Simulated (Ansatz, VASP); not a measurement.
## Al in VASP and in Ansatz

```
Al
1.0
     2.73828    0.00000    0.00000
    -1.36914    2.37142    0.00000
     0.00000    0.00000    4.41805
Al
2
Direct
  0.33333 0.66667 0.25000
  0.66667 0.33333 0.75000
```

Alike in both runs: task single point; functional PBEsol; k mesh 14 × 14 × 8; occupations fermi-dirac, width 0.1 eV; no spin polarisation.

|  | VASP | Ansatz |
| --- | --- | --- |
| version | VASP 6.6.1 | Ansatz 0.2.0 |
| potentials or method | VASP PAW PBE potentials, release 64 (Al), cutoff 520 eV | plane waves (420 eV) with PAW, scalar-relativistic |
| valence electrons in the cell | 6 | 6 |

```tsv
	VASP	Ansatz	Ansatz less VASP
pressure (GPa)	13.6	13.4	-0.12
traceless stress, the component that is largest in VASP (GPa)	1.95	1.94	-0.009
```

VASP's potentials were made for PBE, not for PBEsol, and Ansatz warns of the same on its side.
